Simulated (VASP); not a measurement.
A run of VASP 6.6.1:

File INCAR:

```
PREC = Accurate ; ENCUT = 700
EDIFF = 1E-6 ; ISMEAR = 0
SIGMA = 0.1 ; LREAL = False
LASPH = True ; NELM = 120
ALGO = Normal ; ISIF = 2
LWAVE = False ; LCHARG = False
GGA = PE ; NBANDS = 26
GGA_COMPAT = False
```

KPOINTS

```
Automatic mesh
0
Gamma
  18 18 8
```

Contents of POSCAR:

```
TaN
1.0
    2.9481375061      0.0000000000      0.0000000000
   -1.4740687531      2.5531619741      0.0000000000
    0.0000000000      0.0000000000      5.9649076104
Ta N
2 2
Direct
    0.0000000000      0.0000000000      0.0000000000
    0.0000000000      0.0000000000      0.5000000000
    0.3333333333      0.6666666667      0.2500000000
    0.6666666667      0.3333333333      0.7500000000
```

Potentials or basis: VASP PAW PBE potentials, release 64 (Ta_sv_GW, N).

Command:

```console
$ cat potpaw_PBE.64/Ta_sv_GW/POTCAR potpaw_PBE.64/N/POTCAR > POTCAR
$ mpirun -np 1 vasp_std > vasp.out
```

Hardware: 1 thread of Intel(R) Xeon(R) Platinum 8259CL CPU @ 2.50GHz (Skylake/Cascade Lake), with other jobs on the host.

**Question.** How long does it take, and how much memory?

**Answer.** Run time: 7.8 min on 1 thread of Intel(R) Xeon(R) Platinum 8259CL CPU @ 2.50GHz (Skylake/Cascade Lake), with other jobs on the host, peak memory 0.42 GiB. Counts: scf iterations 20, k points 185.
